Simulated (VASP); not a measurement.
# ZnO (P6_3mc) in VASP: relaxation of cell and atoms with LDA

Aim: the relaxation of cell and atoms of ZnO with LDA.

All numbers are computed with VASP 6.6.1; they aren't measurements. Logs are shortened: lines on timing, memory, paths and dates and some standing lists are left out, and cuts for length are marked.

## (1) The cell of the first run

It takes space group P6_3mc (No. 186, hexagonal). Conventional cell: a = 3.249 Å, b = 3.249 Å, c = 5.206 Å, α = 90.00°, β = 90.00°, γ = 120.00°. Zn (site symmetry 3m) has 4 O at 1.97 to 1.98 Å within 2.6 Å. O (site symmetry 3m) has 4 Zn at 1.97 to 1.98 Å within 2.6 Å.

## (2) Relaxation of cell and atoms, LDA

Contents of INCAR:

```
SYSTEM = ZnO
PREC = Accurate ; ENCUT = 600
EDIFF = 1E-6 ; ISMEAR = 0
SIGMA = 0.02 ; LREAL = .FALSE.
LASPH = .TRUE. ; NELM = 60
ALGO = Normal ; ISIF = 3
LWAVE = .FALSE. ; LCHARG = .FALSE.
IBRION = 2 ; NSW = 80
EDIFFG = -0.005
```

Contents of KPOINTS:

```
Automatic mesh
0
G
  21 21 12
  0 0 0
```

Contents of POSCAR:

```
ZnO
1.0
    3.2493080000      0.0000000000      0.0000000000
   -1.6246540000      2.8139832727      0.0000000000
    0.0000000000      0.0000000000      5.2057090000
Zn O
2 2
Direct
    0.3333333333      0.6666666667      0.5000000000
    0.6666666667      0.3333333333      0.0000000000
    0.6666666667      0.3333333333      0.3790100000
    0.3333333333      0.6666666667      0.8790100000
```

Potentials or basis: VASP PAW LDA potentials, release 64 (Zn, O).

The run is started by

```sh
> cat potpaw_LDA.64/Zn/POTCAR potpaw_LDA.64/O/POTCAR > POTCAR
> mpirun -np 1 vasp_std > vasp.out
```

OUTCAR:

```text
SYSTEM = ZnO
   PREC = Accurate
   ENCUT = 600
   EDIFF = 1E-6
   ISMEAR = 0
   LREAL = .FALSE.
   LASPH = .TRUE.
   NELM = 60
   ISIF = 3
   IBRION = 2
   NSW = 80
   EDIFFG = -0.005

 ion  position               nearest neighbor table
   1  0.333  0.667  0.500-   4 1.97   3 1.98   3 1.98   3 1.98
   2  0.667  0.333  0.000-   3 1.97   4 1.98   4 1.98   4 1.98
   3  0.667  0.333  0.379-   2 1.97   1 1.98   1 1.98   1 1.98
   4  0.333  0.667  0.879-   1 1.97   2 1.98   2 1.98   2 1.98

  LATTYP: Found a hexagonal cell.
 ALAT       =     3.2493080000
 C/A-ratio  =     1.6020977390

  Lattice vectors:

 A1 = (   3.2493080000,   0.0000000000,   0.0000000000)
 A2 = (  -1.6246540000,   2.8139832727,   0.0000000000)
 A3 = (   0.0000000000,   0.0000000000,   5.2057090000)

Analysis of symmetry for initial positions (statically):
=====================================================================
 Subroutine PRICEL returns:
 Original cell was already a primitive cell.

 Routine SETGRP: Setting up the symmetry group for a
 hexagonal supercell.

 Subroutine GETGRP returns: Found 12 space group operations
 (whereof  6 operations were pure point group operations)
 out of a pool of 24 trial point group operations.

The static configuration has the point symmetry C_3v.
 The point group associated with its full space group is C_6v.

Analysis of symmetry for dynamics (positions and initial velocities):
=====================================================================
 Subroutine PRICEL returns:
 Original cell was already a primitive cell.

 Routine SETGRP: Setting up the symmetry group for a
 hexagonal supercell.

 Subroutine GETGRP returns: Found 12 space group operations
 (whereof  6 operations were pure point group operations)
 out of a pool of 24 trial point group operations.

The dynamic configuration has the point symmetry C_3v.
 The point group associated with its full space group is C_6v.

 Subroutine INISYM returns: Found 12 space group operations
 (whereof  6 operations are pure point group operations),
 and found     1 'primitive' translations

----------------------------------------------------------------------------------------

                                     Primitive cell

  volume of cell :      47.5984

  direct lattice vectors                    reciprocal lattice vectors
     3.249308000  0.000000000  0.000000000     0.307757836  0.177684070  0.000000000
    -1.624654000  2.813983273  0.000000000     0.000000000  0.355368139  0.000000000
     0.000000000  0.000000000  5.205709000     0.000000000  0.000000000  0.192096792

  length of vectors
     3.249308000  3.249308000  5.205709000     0.355368139  0.355368139  0.192096792

  position of ions in fractional coordinates (direct lattice)
     0.333333333  0.666666667  0.500000000
     0.666666667  0.333333333  0.000000000
     0.666666667  0.333333333  0.379010000
     0.333333333  0.666666667  0.879010000

  ion indices of the primitive-cell ions
   primitive index   ion index
                 1           1
                 2           2
                 3           3
                 4           4

----------------------------------------------------------------------------------------

 KPOINTS: Automatic mesh

Automatic generation of k-mesh.
 Grid dimensions read from file:
 generate k-points for:   21   21   12

 Generating k-lattice:

  Cartesian coordinates                     Fractional coordinates (reciprocal lattice)
     0.014655135  0.008461146  0.000000000     0.047619048  0.000000000  0.000000000
     0.000000000  0.016922292  0.000000000     0.000000000  0.047619048  0.000000000
     0.000000000  0.000000000  0.016008066     0.000000000  0.000000000  0.083333333

  Length of vectors
     0.016922292  0.016922292  0.016008066

  Shift w.r.t. Gamma in fractional coordinates (k-lattice)
     0.000000000  0.000000000  0.000000000

 Subroutine IBZKPT returns following result:
 ===========================================

 Found    336 irreducible k-points:

 Following reciprocal coordinates:
            Coordinates               Weight
  0.000000  0.000000  0.000000      1.000000
  0.047619  0.000000  0.000000      6.000000
  0.095238 -0.000000  0.000000      6.000000
  0.142857  0.000000  0.000000      6.000000
  0.190476 -0.000000  0.000000      6.000000
  0.238095 -0.000000  0.000000      6.000000
[... 16 lines left out ...]
  0.142857  0.095238  0.000000     12.000000
  0.190476  0.095238  0.000000     12.000000
 [... further k-points ...]
   k-points           NKPTS =    336   k-points in BZ     NKDIM =    336   number of bands    NBANDS=     22
   number of dos      NEDOS =    301   number of ions     NIONS =      4
   total plane-waves  NPLWV =  32928
   dimension x,y,z NGX =    28 NGY =   28 NGZ =   42
   dimension x,y,z NGXF=    56 NGYF=   56 NGZF=   84
   ions per type =               2   2
   NGX,Y,Z   is equivalent  to a cutoff of  14.33, 14.33, 13.41 a.u.
   NGXF,Y,Z  is equivalent  to a cutoff of  28.65, 28.65, 26.83 a.u.
 SYSTEM =  ZnO
   PREC   = accura    normal or accurate (medium, high low for compatibility)
   ISTART =      0    job   : 0-new  1-cont  2-samecut
   ICHARG =      2    charge: 1-file 2-atom 10-const
   ISPIN  =      1    spin polarized calculation?
   LNONCOLLINEAR =      F non collinear calculations
   LSORBIT =      F    spin-orbit coupling
   LASPH  =      T    aspherical Exc in radial PAW
   ENCUT  =  600.0 eV  44.10 Ry    6.64 a.u.   6.49  6.49 10.40*2*pi/ulx,y,z
   NELM   =     60;   NELMIN=  2; NELMDL= -5     # of ELM steps
   EDIFF  = 0.1E-05   stopping-criterion for ELM
   LREAL  =      F    real-space projection
   EDIFFG = -.5E-02   stopping-criterion for IOM
   NSW    =     80    number of steps for IOM
   IBRION =      2    ionic relax: 0-MD 1-quasi-New 2-CG
   NFREE  =      1    steps in history (QN), initial steepest desc. (CG)
   ISIF   =      3    stress and relaxation
   ISYM   =      2    0-nonsym 1-usesym 2-fastsym
   POTIM  = 0.5000    time-step for ionic-motion
   TEBEG  =    0.0;   TEEND  =   0.0 temperature during run
   PSTRESS=    0.0 pullay stress
   NELECT =      36.0000    total number of electrons
   NUPDOWN=      -1.0000    fix difference up-down
   EMIN   =  10.00;   EMAX   =-10.00  energy-range for DOS
   EFERMI =   0.00;   METHOD = LEGACY
   ISMEAR =     0;   SIGMA  =   0.02  broadening in eV -4-tet -1-fermi 0-gaus
   EFERMI_NEDOS =   21; number of points for ismear=-14 and -15
   IALGO  =     38    algorithm
   IMIX   =      4    mixing-type and parameters
     AMIX     =   0.40;   BMIX     =  1.00
     AMIX_MAG =   1.60;   BMIX_MAG =  1.00
  volume/ion in A,a.u.               =      11.90        80.30
  Fermi-wavevector in a.u.,A,eV,Ry     =   1.491574  2.818667 30.270160  2.224794
  Thomas-Fermi vector in A             =   2.604212
   LORBIT       =      0    0 simple, 1 ext, 2 COOP (PROOUT), +10 PAW based schemes
   GGA     = CA    functional components
   LHFCALC =     F    Hartree Fock is set to
   AEXX    =    0.0000 exact exchange contribution
   IVDW    =     0    specifies the selected vdW correction
   LEPSILON=     F    determine dielectric tensor
   LRPA    =     F    only Hartree local field effects (RPA)
 conjugate gradient relaxation of ions
 non-spin polarized calculation
 Gauss-broadening in eV      SIGMA  =   0.02
  energy-cutoff  :      600.00
  volume of cell :       47.60
 maximum number of plane-waves:      1617
 NGX is ok and might be reduce to    28
   NGX = 13   NGY = 13   NGZ = 21

--------------------------------------- Ionic step        1  -------------------------------------------

 number of electron      36.0000008 magnetization

 Free energy of the ion-electron system (eV)
  ---------------------------------------------------
  ext. energy  EPLUGINS =         0.00000000
  ---------------------------------------------------
  free energy    TOTEN  =       -21.12636503 eV

  energy without entropy =      -21.12636503  energy(sigma->0) =      -21.12636503

------------------------ aborting loop because EDIFF is reached ----------------------------------------

  FORCE on cell =-STRESS in cart. coord.  units (eV):
  Direction    XX          YY          ZZ          XY          YZ          ZX
  --------------------------------------------------------------------------------------
  -------------------------------------------------------------------------------------
  Total       -2.0329520     -2.0329520     -1.4991382      0.0000000      0.0000000      0.0000000
  in kB      -68.4298239    -68.4298239    -50.4614798      0.0000000      0.0000000      0.0000000
  external PRESSURE =     -62.4403759 kB  Pullay stress =       0.0000000 kB
[... 95 lines left out ...]
  FREE ENERGIE OF THE ION-ELECTRON SYSTEM (eV)
  ---------------------------------------------------
  free  energy   TOTEN  =       -21.1676786332 eV

  energy  without entropy=      -21.1676786332  energy(sigma->0) =      -21.16767863

[... ionic steps 4 to 8 ...]

--------------------------------------- Ionic step        9  -------------------------------------------

 number of electron      35.9999997 magnetization

------------------------ aborting loop because EDIFF is reached ----------------------------------------

  FORCE on cell =-STRESS in cart. coord.  units (eV):
  Direction    XX          YY          ZZ          XY          YZ          ZX
  --------------------------------------------------------------------------------------
  -------------------------------------------------------------------------------------
  Total        0.0330191      0.0330191      0.0641005      0.0000000      0.0000000     -0.0000000
  in kB        1.1606267      1.1606267      2.2531429      0.0000000      0.0000000     -0.0000000
  external PRESSURE =       1.5247987 kB  Pullay stress =       0.0000000 kB
[... 61 lines left out ...]
  energy  without entropy=      -21.1679346363  energy(sigma->0) =      -21.16793464

--------------------------------------- Ionic step       11  -------------------------------------------

 number of electron      35.9999999 magnetization

 Free energy of the ion-electron system (eV)
  ---------------------------------------------------
  ext. energy  EPLUGINS =         0.00000000
  ---------------------------------------------------
  free energy    TOTEN  =       -21.16793629 eV

  energy without entropy =      -21.16793629  energy(sigma->0) =      -21.16793629

 E-fermi :   1.4235     XC(G=0): -11.6896

 val. band max:        1.2829466596   @ k =   0.0000   0.0000   0.0000
 cond. band min:       2.0831697002   @ k =   0.0000   0.0000   0.0000
 fundamental gap:      0.8002230406
 Fermi energy:         1.4234952650

 k-point     1 :       0.0000    0.0000    0.0000
  band No.  band energies     occupation
      1     -16.8820      2.00000
      2     -16.0506      2.00000
      3      -4.7867      2.00000
      4      -4.7112      2.00000
      5      -4.7112      2.00000
      6      -4.6762      2.00000
[... 574 lines left out ...]
      6      -4.4502      2.00000
[... 14 lines left out ...]
     21       9.4158      0.00000
     22      11.0041      0.00000

 [... further k-points ...]

------------------------ aborting loop because EDIFF is reached ----------------------------------------

  FORCE on cell =-STRESS in cart. coord.  units (eV):
  Direction    XX          YY          ZZ          XY          YZ          ZX
  --------------------------------------------------------------------------------------
  -------------------------------------------------------------------------------------
  Total       -0.0183383     -0.0183383     -0.0111913      0.0000000     -0.0000000      0.0000000
  in kB       -0.6439521     -0.6439521     -0.3929851      0.0000000     -0.0000000      0.0000000
  external PRESSURE =      -0.5602964 kB  Pullay stress =       0.0000000 kB
[... 19 lines left out ...]
  FREE ENERGIE OF THE ION-ELECTRON SYSTEM (eV)
  ---------------------------------------------------
  free  energy   TOTEN  =       -21.1679362931 eV

  energy  without entropy=      -21.1679362931  energy(sigma->0) =      -21.16793629

 reached required accuracy - stopping structural energy minimisation
```

Run time: 39 min. Hardware: 1 thread of Oxide Virtual Turin-like, shared host; peak memory 0.43 GiB.

What came out:

```yaml
Free_energy: -21.1679 eV
Relaxed_volume: 11.41 Å³/atom
Relaxed_cell: a = 3.194 Å, b = 3.194 Å, c = 5.165 Å, α = 90.00°, β = 90.00°, γ = 120.00°
Space_group_after_relaxing_to_0.1_Å: P6_3mc (No. 186)
Energy_gained_by_relaxing: 10.4 meV/atom
Ionic_steps: 11
Pressure_after_relaxing: -0.1 GPa
Band_gap_on_the_k_mesh: 0.80 eV
```

Forces on the atoms (eV/Å):
```
Zn   0.000  0.000 -0.003
Zn   0.000  0.000 -0.003
O    0.000  0.000  0.003
O    0.000  0.000  0.003
```

The path:
```csv
step,energy change (eV),largest force (eV/Å),pressure (GPa),volume (Å³)
1,0.0000,0.0553,-6.24,47.60
2,-0.0262,0.0410,4.42,44.47
3,-0.0413,0.0021,0.05,45.61
4,-0.0413,0.0040,-0.06,45.65
5,-0.0414,0.0190,-0.27,45.66
6,-0.0414,0.0187,-0.16,45.66
7,-0.0415,0.0187,0.08,45.59
8,-0.0415,0.0189,0.10,45.57
9,-0.0416,0.0017,0.15,45.58
10,-0.0416,0.0030,0.08,45.58
11,-0.0416,0.0028,-0.06,45.63
```

Final structure:
```xyz
4
Lattice="3.1939 0.0000 0.0000 -1.5969 2.7660 0.0000 0.0000 0.0000 5.1647" Properties=species:S:1:pos:R:3 pbc="T T T"
Zn    0.0000    1.8440    2.5843
Zn    1.5969    0.9220    0.0019
O     1.5969    0.9220    1.9556
O     0.0000    1.8440    4.5379
```

A k mesh can miss the band edges. Zero-point motion and thermal expansion aren't in these numbers.
